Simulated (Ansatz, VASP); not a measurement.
MgSe: VASP beside Ansatz

INCAR

```
PREC = Accurate ; ENCUT = 600
EDIFF = 1E-6 ; ISMEAR = 0
SIGMA = 0.1 ; LREAL = False
LASPH = True ; NELM = 200
ALGO = Normal ; ISIF = 2
LWAVE = False ; LCHARG = True
LDAU = True ; LDAUTYPE = 2
LDAUL = -1 1 ; LDAUU = 0 6.6
LDAUJ = 0 0 ; LDAUPRINT = 1
GGA = PE ; LELF = True
LVHAR = True ; NBANDS = 11
GGA_COMPAT = False
```

The input KPOINTS:

```
regular mesh
0
Gamma
  4 4 4
```

File POSCAR:

```
MgSe
1.0
    0.0000000000      2.7337235204      2.7337235204
    2.7337235204      0.0000000000      2.7337235204
    2.7337235204      2.7337235204      0.0000000000
Mg Se
1 1
Direct
    0.0000000000      0.0000000000      0.0000000000
    0.5000000000      0.5000000000      0.5000000000
```

Input for Ansatz:

```yaml
crystal:
  lattice:
    - [0.0, 2.7337235204, 2.7337235204]
    - [2.7337235204, 0.0, 2.7337235204]
    - [2.7337235204, 2.7337235204, 0.0]
  atoms:
    - { symbol: Mg, position: [0.0, 0.0, 0.0] }
    - { symbol: Se, position: [0.5, 0.5, 0.5] }
basis:
  ecutwfc: "47 Ry"
kpoints:
  mp_grid: { grid: [4, 4, 4] }
hamiltonian:
  xc: pbe
  hubbard: { sites: [{ species: Se, l: p, u_eff: 6.6 }], projectors: atomic }
scf:
  occupations: { method: gaussian, width: 0.1 }
output:
  forces: true
  stress: true
  eigenvalues: true
```

Alike in both runs: task single point; functional PBE; k mesh 4 × 4 × 4; occupations gaussian, width 0.1 eV; no spin polarisation; Hubbard terms Se p U = 6.6 eV.

|  | VASP | Ansatz |
| --- | --- | --- |
| version | VASP 6.6.1 | Ansatz 0.2.0 |
| potentials or method | VASP PAW PBE potentials, release 64 (Mg, Se), cutoff 600 eV | scalar-relativistic, plane waves, PAW |
| valence electrons in the cell | 8 | 26 |

```tsv
	VASP	Ansatz	Ansatz less VASP
gap on the k mesh at the Fermi level (eV)	1.53	3.75	+2.219
least direct gap on the mesh (eV)	2.25	4.64	+2.387
pressure (GPa)	3.1	-0.6	-3.78
```

The programs project onto different local orbitals, so the same U acts differently, and such runs can settle in different states. VASP's potentials hold 8 valence electrons a cell and Ansatz's 26, so a difference there can come from the potentials and not from the codes.

The k mesh is coarse, so the values compare programs but aren't converged.
